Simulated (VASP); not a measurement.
MgB2:

```
CELL_PARAMETERS angstrom
3.08500 0.00000 0.00000
-1.54250 2.67169 0.00000
0.00000 0.00000 3.52300
ATOMIC_POSITIONS crystal
Mg 0.00000 0.00000 0.00000
B 0.33333 0.66667 0.50000
B 0.66667 0.33333 0.50000
```

- Program: VASP 6.6.1
- Task: relaxation of cell and atoms
- Functional: LDA
- Potentials or basis: VASP PAW LDA potentials, release 64 (Mg, B)
- Cutoff: 600 eV
- k mesh: 15 × 15 × 12
- Occupations: gaussian, width 0.1 eV
- Spin: no spin polarisation

At the start: pressure -8.2 GPa; volume 9.68 Å³/atom.

Question: Where does the relaxation end?

Answer: Over 5 steps the energy falls by 13.7 meV/atom and the volume is 9.16 Å³/atom (-5.4 %); space group P6/mmm (No. 191, to 0.1 Å) before and after.

Step by step:
```tsv
step	energy change (eV)	largest force (eV/Å)	pressure (GPa)	volume (Å³)
1	0.0000	0.0000	-8.21	29.04
2	-0.0337	0.0000	3.49	27.00
3	-0.0402	0.0000	-0.14	27.56
4	-0.0411	0.0000	-0.04	27.51
5	-0.0412	0.0000	0.01	27.48
```

Final structure:
```cif
data_structure
_symmetry_space_group_name_H-M 'P 1'
_symmetry_Int_Tables_number 1
_cell_length_a 3.0316
_cell_length_b 3.0316
_cell_length_c 3.4523
_cell_angle_alpha 90.000
_cell_angle_beta 90.000
_cell_angle_gamma 120.000
_cell_volume 27.48
loop_
_atom_site_label
_atom_site_type_symbol
_atom_site_fract_x
_atom_site_fract_y
_atom_site_fract_z
_atom_site_occupancy
Mg1 Mg 0.00000 0.00000 0.00000 1
B1 B 0.33333 0.66667 0.50000 1
B2 B 0.66667 0.33333 0.50000 1
```
